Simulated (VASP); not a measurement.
# Sn3Br: relaxation of cell and atoms with PBE

The system is Sn3Br.

```
Sn Br
1.0
     4.70857    0.00000    0.00000
     0.00000    4.70857    0.00000
     0.00000    0.00000    4.70857
Sn Br
3 1
Cartesian
  0.0000 2.3543 2.3543
  2.3543 0.0000 2.3543
  2.3543 2.3543 0.0000
  0.0000 0.0000 0.0000
```

| Quantity | Value |
| --- | --- |
| Program | VASP 6.6.1 |
| Task | relaxation of cell and atoms |
| Functional | PBE |
| Potentials or basis | VASP PAW PBE potentials, release 64 (Sn_d, Br) |
| Cutoff | 600 eV |
| k mesh | 10 × 10 × 10 |
| Occupations | gaussian, width 0.1 eV |
| Spin | no spin polarisation |
| Dipole correction | no |
| Further INCAR settings | ALGO = Normal; EDIFF = 1e-06; IBRION = 2; EDIFFG = -0.01; NSW = 100; ISIF = 3 |

The relaxed volume is 28.57 Å³/atom, the relaxed cell is a = 4.853 Å, b = 4.853 Å, c = 4.853 Å, α = 90.00°, β = 90.00°, γ = 90.00° and the space group after relaxing (to 0.05 Å) is Pm-3m (No. 221). The energy gained by relaxing is 30.1 meV/atom, the ionic steps are 3 and the pressure after relaxing is 0.0 GPa.

The path:
```
step  energy change (eV)  largest force (eV/Å)  pressure (GPa)  volume (Å³)
   1              0.0000                0.0000            4.26       104.39
   2             -0.1197                0.0000           -0.30       115.23
   3             -0.1206                0.0000            0.00       114.27
```

Final structure:
```
Sn Br
1.0
     4.85257    0.00000    0.00000
     0.00000    4.85257    0.00000
     0.00000    0.00000    4.85257
Sn Br
3 1
Direct
  0.00000 0.50000 0.50000
  0.50000 0.00000 0.50000
  0.50000 0.50000 0.00000
  0.00000 0.00000 0.00000
```

Levels at points of the mesh, in eV from the Fermi level:
```tsv
k point	band 20	band 21	band 22	band 23	band 24	band 25	band 26	band 27	band 28	band 29
(0.00, 0.00, 0.00)	-4.88	-4.88	-4.88	-0.94	-0.94	-0.94	2.09	2.09	2.09	3.83
(0.50, 0.00, 0.00)	-4.33	-4.33	-3.23	-1.68	-1.68	-0.11	1.34	1.44	1.44	1.52
(0.50, 0.50, 0.00)	-3.99	-3.27	-3.27	-2.57	-0.76	0.07	0.07	0.08	2.20	2.20
(0.50, 0.50, 0.50)	-5.61	-5.61	-5.61	-4.40	0.39	0.39	0.39	5.40	5.40	5.59
```

Run time: 6.1 min on 1 thread of Oxide Virtual Turin-like Processor, on a shared host, peak memory 0.33 GiB.

Caveat: spin-orbit coupling is left out, which moves the levels of the heavy elements; an odd number of electrons without spin polarisation forces a metal; a magnetic or distorted state may lie lower.
